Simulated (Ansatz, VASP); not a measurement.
**Ge in VASP and in Ansatz**

```
Ge
1.0
     4.02269    0.00000    0.00000
    -2.01134    3.48375    0.00000
     0.00000    0.00000   18.86852
Ge
4
Direct
  0.33333 0.66667 0.27476
  0.66667 0.33333 0.23849
  0.44444 0.55556 0.52408
  0.77778 0.22222 0.48781
```

Alike in both runs: task single point; functional PBE; dispersion D3(BJ); k mesh 9 × 9 × 1; occupations gaussian, width 0.1 eV; no spin polarisation.

```csv
,VASP,Ansatz
version,VASP 6.6.1,Ansatz 0.2.0
potentials or method,"VASP PAW PBE potentials, release 64 (Ge_d), cutoff 520 eV","scalar-relativistic, plane waves, PAW"
valence electrons in the cell,56,56
```

```tsv
	VASP	Ansatz	Ansatz less VASP
gap on the k mesh at the Fermi level (eV)	0.47	0.47	0.000
least direct gap on the mesh (eV)	0.47	0.47	0.000
rms of the force components (eV/Å)	0.048	0.048	-0.0001
```

Atom by atom the forces differ by 0.001 eV/Å (rms over components).
